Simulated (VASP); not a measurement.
Here is a VASP 6.6.1 calculation.

INCAR

```
SYSTEM = ZnGeP2
PREC     = Accurate       ! precision mode
ENCUT    = 500            ! plane-wave cutoff, eV
EDIFF    = 1E-6           ! SCF threshold, eV
ISMEAR   = 0              ! smearing method
SIGMA    = 0.02           ! smearing width, eV
LREAL    = .FALSE.        ! projectors in reciprocal space
LASPH    = .TRUE.         ! aspherical terms in the spheres
NELM     = 120            ! most SCF steps
ALGO     = Normal         ! electronic algorithm
ISIF     = 2              ! what is computed and relaxed
LWAVE    = .FALSE.        ! write WAVECAR
LCHARG   = .FALSE.        ! write CHGCAR
GGA      = PS             ! functional
NBANDS   = 46             ! bands
GGA_COMPAT= .FALSE.
```

KPOINTS

```
regular mesh
0
G
  8 8 8
  0 0 0
```

The input POSCAR:

```
ZnGeP2
1.0
   -2.7122320679      2.7122320679      5.3546658501
    2.7122320679     -2.7122320679      5.3546658501
    2.7122320679      2.7122320679     -5.3546658501
Zn Ge P
2 2 4
Direct
    0.0000000000      0.0000000000      0.0000000000
    0.7500000000      0.2500000000      0.5000000000
    0.5000000000      0.5000000000      0.0000000000
    0.2500000000      0.7500000000      0.5000000000
    0.3750000000      0.3766773991      0.5016773991
    0.6233226009      0.1250000000      0.9983226009
    0.8750000000      0.8733226009      0.4983226009
    0.1266773991      0.6250000000      0.0016773991
```

Potentials or basis: VASP PAW PBE potentials, release 64 (Zn, Ge_d, P).

Launch:

```console
$ cat potpaw_PBE.64/Zn/POTCAR potpaw_PBE.64/Ge_d/POTCAR potpaw_PBE.64/P/POTCAR > POTCAR
$ mpirun -np 1 vasp_std > vasp.out
```

Q: What does it give for the band gap on the k mesh?

A: 1.13 eV (least direct gap 1.25 eV).

Q: Estimate the pressure.

A: 0.0 GPa.

Q: What does it give for the largest force?

A: 0.028 eV/Å.

Forces in eV/Å, atoms in the order of the input:
```
Zn   0.000  0.000  0.000
Zn   0.000  0.000  0.000
Ge   0.000  0.000  0.000
Ge   0.000  0.000  0.000
P    0.028  0.000  0.000
P    0.000 -0.028  0.000
P   -0.028  0.000  0.000
P    0.000  0.028  0.000
```

Caveat: the PAW data sets were made with another functional, which shifts forces and pressure a little. A k mesh can miss the band edges.
